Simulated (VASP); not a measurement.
# SrO (Fm-3m) in VASP: elastic constants with r2SCAN

Aim: the elastic constants of SrO with r2SCAN.

Program: VASP 6.6.1. These are calculated values, not measurements. Logs are shortened: lines on timing, memory, paths and dates and some standing lists are left out, and cuts for length are marked.

## 1. The cell of the first run

The structure is cubic, space group Fm-3m (No. 225). Conventional cell: a = 5.160 Å, b = 5.160 Å, c = 5.160 Å, α = 90.00°, β = 90.00°, γ = 90.00°. Within 3.4 Å of Sr (site symmetry m-3m) lie 6 O at 2.58 Å. Within 3.4 Å of O (site symmetry m-3m) lie 6 Sr at 2.58 Å.

## 2. Elastic constants, r2SCAN

File INCAR:

```
ALGO     = Normal         # electronic algorithm
EDIFF    = 1E-8           # SCF threshold, eV
ENCUT    = 600            # plane-wave cutoff, eV
IBRION   = 6              # ionic algorithm
ISIF     = 3              # what is computed and relaxed
ISMEAR   = 0              # smearing method
LASPH    = True           # aspherical terms in the spheres
LCHARG   = False          # write CHGCAR
LMIXTAU  = True         
LREAL    = False          # projectors in reciprocal space
LWAVE    = False          # write WAVECAR
METAGGA  = R2SCAN         # meta-GGA
NELM     = 80             # most SCF steps
NFREE    = 2            
NSW      = 1              # ionic steps
POTIM    = 0.015          # step
PREC     = Accurate       # precision mode
SIGMA    = 0.01           # smearing width, eV
```

File KPOINTS:

```
k-points
0
Gamma
  8 8 8
```

File POSCAR:

```
SrO
1.0
    0.0000000000      2.5800000000      2.5800000000
    2.5800000000      0.0000000000      2.5800000000
    2.5800000000      2.5800000000      0.0000000000
Sr O
1 1
Direct
    0.0000000000      0.0000000000      0.0000000000
    0.5000000000      0.5000000000      0.5000000000
```

Potentials or basis: VASP PAW PBE potentials, release 64 (Sr_sv, O).

The run is started by

```sh
$ cat potpaw_PBE.64/Sr_sv/POTCAR potpaw_PBE.64/O/POTCAR > POTCAR
$ mpirun -np 1 vasp_std > vasp.out
```

OUTCAR:

```text
EDIFF = 1E-8
   ENCUT = 600
   IBRION = 6
   ISIF = 3
   ISMEAR = 0
   LASPH = True
   LREAL = False
   METAGGA = R2SCAN
   NELM = 80
   NFREE = 2
   NSW = 1
   POTIM = 0.015
   PREC = Accurate

 ion  position               nearest neighbor table
   1  0.000  0.000  0.000-   2 2.58   2 2.58   2 2.58   2 2.58   2 2.58   2 2.58
   2  0.500  0.500  0.500-   1 2.58   1 2.58   1 2.58   1 2.58   1 2.58   1 2.58

  LATTYP: Found a face centered cubic cell.
 ALAT       =     5.1600000000

  Lattice vectors:

 A1 = (   0.0000000000,   2.5800000000,   2.5800000000)
 A2 = (   2.5800000000,   0.0000000000,   2.5800000000)
 A3 = (   2.5800000000,   2.5800000000,   0.0000000000)

Analysis of symmetry for initial positions (statically):
=====================================================================
 Subroutine PRICEL returns:
 Original cell was already a primitive cell.

 Routine SETGRP: Setting up the symmetry group for a
 face centered cubic supercell.

 Subroutine GETGRP returns: Found 48 space group operations
 (whereof 48 operations were pure point group operations)
 out of a pool of 48 trial point group operations.

The static configuration has the point symmetry O_h .

Analysis of symmetry for dynamics (positions and initial velocities):
=====================================================================
 Subroutine PRICEL returns:
 Original cell was already a primitive cell.

 Routine SETGRP: Setting up the symmetry group for a
 face centered cubic supercell.

 Subroutine GETGRP returns: Found 48 space group operations
 (whereof 48 operations were pure point group operations)
 out of a pool of 48 trial point group operations.

The dynamic configuration has the point symmetry O_h .

 Subroutine INISYM returns: Found 48 space group operations
 (whereof 48 operations are pure point group operations),
 and found     1 'primitive' translations

----------------------------------------------------------------------------------------

                                     Primitive cell

  volume of cell :      34.3470

  direct lattice vectors                    reciprocal lattice vectors
     0.000000000  2.580000000  2.580000000    -0.193798450  0.193798450  0.193798450
     2.580000000  0.000000000  2.580000000     0.193798450 -0.193798450  0.193798450
     2.580000000  2.580000000  0.000000000     0.193798450  0.193798450 -0.193798450

  length of vectors
     3.648670991  3.648670991  3.648670991     0.335668761  0.335668761  0.335668761

  position of ions in fractional coordinates (direct lattice)
     0.000000000  0.000000000  0.000000000
     0.500000000  0.500000000  0.500000000

  ion indices of the primitive-cell ions
   primitive index   ion index
                 1           1
                 2           2

----------------------------------------------------------------------------------------

 KPOINTS: k-points

Automatic generation of k-mesh.
 Grid dimensions read from file:
 generate k-points for:    8    8    8

 Generating k-lattice:

[... 114 lines left out ...]

  FORCE on cell =-STRESS in cart. coord.  units (eV):
  Direction    XX          YY          ZZ          XY          YZ          ZX
  --------------------------------------------------------------------------------------
  -------------------------------------------------------------------------------------
  Total        0.0927785      0.0927785      0.0927785      0.0000000     -0.0000000      0.0000000
  in kB        4.3278140      4.3278140      4.3278140      0.0000000     -0.0000000      0.0000000
  external PRESSURE =       4.3278140 kB  Pullay stress =       0.0000000 kB
[... 89 lines left out ...]
  FREE ENERGIE OF THE ION-ELECTRON SYSTEM (eV)
  ---------------------------------------------------
  free  energy   TOTEN  =       -27.0519352498 eV

  energy  without entropy=      -27.0519352498  energy(sigma->0) =      -27.05193525

[... ionic steps 4 to 14 ...]

--------------------------------------- Ionic step       15  -------------------------------------------

 number of electron      15.9999998 magnetization

------------------------ aborting loop because EDIFF is reached ----------------------------------------
[... 67 lines left out ...]
--------------------------------------- Ionic step       17  -------------------------------------------

 number of electron      15.9999999 magnetization

 Free energy of the ion-electron system (eV)
  ---------------------------------------------------
  ext. energy  EPLUGINS =         0.00000000
  ---------------------------------------------------
  free energy    TOTEN  =       -27.05792295 eV

  energy without entropy =      -27.05792295  energy(sigma->0) =      -27.05792295

 E-fermi :   1.4718     XC(G=0): -10.5316

 val. band max:        1.2916002790   @ k =   0.0000   0.0000   0.0000
 cond. band min:       5.0413312939   @ k =   0.0000   0.5000   0.5000
 fundamental gap:      3.7497310149
 Fermi energy:         1.4717966101

 k-point     1 :       0.0000    0.0000    0.0000
  band No.  band energies     occupation
      1     -32.2167      2.00000
      2     -14.7237      2.00000
      3     -13.2506      2.00000
      4     -13.2506      2.00000
      5     -13.2502      2.00000
      6       1.2915      2.00000
      7       1.2915      2.00000
      8       1.2916      2.00000
      9       5.8739      0.00000
     10       8.0470      0.00000
     11       8.0478      0.00000
     12       8.0478      0.00000
[... 331 lines left out ...]
 k-point    24 :      -0.3750    0.2500    0.1250
  band No.  band energies     occupation
      1     -32.0635      2.00000
      2     -15.7542      2.00000
      3     -13.6162      2.00000
      4     -13.4708      2.00000
      5     -12.5732      2.00000
      6      -0.2336      2.00000
      7       0.4449      2.00000
      8       0.5204      2.00000
      9       8.1683      0.00000
     10       8.5422      0.00000
     11      11.2198      0.00000
     12      11.3601      0.00000

 [... further k-points ...]

------------------------ aborting loop because EDIFF is reached ----------------------------------------

  FORCE on cell =-STRESS in cart. coord.  units (eV):
  Direction    XX          YY          ZZ          XY          YZ          ZX
  --------------------------------------------------------------------------------------
  -------------------------------------------------------------------------------------
  Total        0.0977864      0.0921729      0.0921729     -0.0000000      0.0000000     -0.0000000
  in kB        4.5614168      4.2995653      4.2995653     -0.0000000      0.0000000     -0.0000000
  external PRESSURE =       4.3868491 kB  Pullay stress =       0.0000000 kB
[... 17 lines left out ...]
  FREE ENERGIE OF THE ION-ELECTRON SYSTEM (eV)
  ---------------------------------------------------
  free  energy   TOTEN  =       -27.0579229472 eV

  energy  without entropy=      -27.0579229472  energy(sigma->0) =      -27.05792295

 INTERNAL STRAIN TENSORS FROM STRAINED CELLS
 ============================================

 INTERNAL STRAIN TENSOR FOR ION    1 for displacements in x,y,z  (eV/Angst):
          X           Y           Z          XY          YZ          ZX
  --------------------------------------------------------------------------------
  x     0.00000    -0.00000     0.00000     0.00000     0.00000     0.00000
  y     0.00000     0.00000    -0.00000    -0.00000    -0.00000     0.00000
  z    -0.00000    -0.00000     0.00000     0.00000     0.00000     0.00000

 INTERNAL STRAIN TENSORS FROM DISPLACED ATOMS
 ============================================

 INTERNAL STRAIN TENSOR FOR ION    1 for displacements in x,y,z  (eV/Angst):
          X           Y           Z          XY          YZ          ZX
  --------------------------------------------------------------------------------
  x     0.00000     0.00000     0.00000     0.00000     0.00000     0.00000
  y     0.00000     0.00000     0.00000     0.00000     0.00000     0.00000
  z     0.00000     0.00000     0.00000     0.00000     0.00000     0.00000

 INTERNAL STRAIN TENSOR FOR ION    2 for displacements in x,y,z  (eV/Angst):
          X           Y           Z          XY          YZ          ZX
  --------------------------------------------------------------------------------
  x     0.00000     0.00000     0.00000     0.00000     0.00000     0.00000
  y     0.00000     0.00000     0.00000     0.00000     0.00000     0.00000
  z     0.00000     0.00000     0.00000     0.00000     0.00000     0.00000

 Eigenvectors and eigenvalues of the dynamical matrix
 ----------------------------------------------------

   1 f  =    6.589132 THz    41.400740 2PiTHz  219.789798 cm-1    27.250450 meV
             X         Y         Z           dx          dy          dz
      0.000000  0.000000  0.000000     0.000000    0.392737    0.000000
      2.580000  2.580000  2.580000     0.000000   -0.919651    0.000000
[... 21 lines left out ...]
   6 f/i=    0.001535 THz     0.009648 2PiTHz    0.051218 cm-1     0.006350 meV
             X         Y         Z           dx          dy          dz
      0.000000  0.000000  0.000000     0.000000    0.000000    0.919651
      2.580000  2.580000  2.580000     0.000000    0.000000    0.392737

--------------------------------------------------------------------------------------------------------

 ELASTIC MODULI CONTR FROM IONIC RELAXATION (kBar)
 Direction    XX          YY          ZZ          XY          YZ          ZX
 --------------------------------------------------------------------------------
 XX           0.0000      0.0000      0.0000      0.0000      0.0000      0.0000
 YY           0.0000      0.0000      0.0000      0.0000      0.0000      0.0000
 ZZ           0.0000      0.0000      0.0000      0.0000      0.0000      0.0000
 XY           0.0000      0.0000      0.0000      0.0000      0.0000      0.0000
 YZ           0.0000      0.0000      0.0000      0.0000      0.0000      0.0000
 ZX           0.0000      0.0000      0.0000      0.0000      0.0000      0.0000
 --------------------------------------------------------------------------------

 TOTAL ELASTIC MODULI (kBar)
 Direction    XX          YY          ZZ          XY          YZ          ZX
 --------------------------------------------------------------------------------
 XX        1891.9878    478.8152    478.8152      0.0000      0.0000     -0.0000
 YY         478.8152   1891.9878    478.8152     -0.0000     -0.0000      0.0000
 ZZ         478.8152    478.8152   1891.9878      0.0000      0.0000      0.0000
 XY           0.0000     -0.0000      0.0000    552.1700      0.0000     -0.0000
 YZ           0.0000     -0.0000      0.0000      0.0000    552.1700      0.0000
 ZX          -0.0000      0.0000      0.0000     -0.0000      0.0000    552.1700
 --------------------------------------------------------------------------------
```

Wall time 59 min (1 thread of Oxide Virtual Turin-like, shared host); peak memory 0.27 GiB.

What came out:

- Elastic constants C11, C12, C44: 189, 48, 55 GPa
- Voigt bulk modulus: 95 GPa
- Highest phonon frequency at Γ, LO-TO splitting left out: 220 cm⁻¹

Phonon frequencies in cm⁻¹ (negative: imaginary):
| q point | frequencies |
| --- | --- |
| (0.000, 0.000, 0.000) | 0 0 0 220 220 220 |

Elastic tensor in Voigt notation (GPa, in the Cartesian axes of the cell as first typed):
```
189  48  48   0   0   0
 48 189  48   0   0   0
 48  48 189   0   0   0
  0   0   0  55   0   0
  0   0   0   0  55   0
  0   0   0   0   0  55
```

Clamped-ion elastic tensor (GPa):
```
189  48  48   0   0   0
 48 189  48   0   0   0
 48  48 189   0   0   0
  0   0   0  55   0   0
  0   0   0   0  55   0
  0   0   0   0   0  55
```

Caveat: the PAW data sets were made with another functional, which shifts forces and pressure a little.
